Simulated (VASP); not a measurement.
Input of a VASP 6.6.1 run:

The input INCAR:

```
ALGO = Normal ; EDIFF = 1E-7
ENCUT = 520 ; GGA = PE
ISIF = 2 ; ISMEAR = -1
LASPH = True ; LCHARG = False
LREAL = False ; LWAVE = False
NBANDS = 14 ; NELM = 100
PREC = Accurate ; SIGMA = 0.01
```

Contents of KPOINTS:

```
k-points
0
Gamma
  6 6 6
```

Contents of POSCAR:

```
NaI
1.0
    0.0000000000      3.2364000000      3.2364000000
    3.2364000000      0.0000000000      3.2364000000
    3.2364000000      3.2364000000      0.0000000000
I Na
1 1
Direct
    0.5000000000      0.5000000000      0.5000000000
    0.0000000000      0.0000000000      0.0000000000
```

Potentials or basis: VASP PAW PBE potentials, release 64 (I, Na_pv).

Launch:

```sh
$ cat potpaw_PBE.64/I/POTCAR potpaw_PBE.64/Na_pv/POTCAR > POTCAR
$ mpirun -np 1 vasp_std > vasp.out
```

What does it give for the band gap on the k mesh?

3.64 eV, direct.

Predict the pressure.

0.4 GPa.

Caveat: spin-orbit coupling is left out, which moves the levels of the heavy elements. PBE gaps usually lie below the measured ones, often by a third to a half.
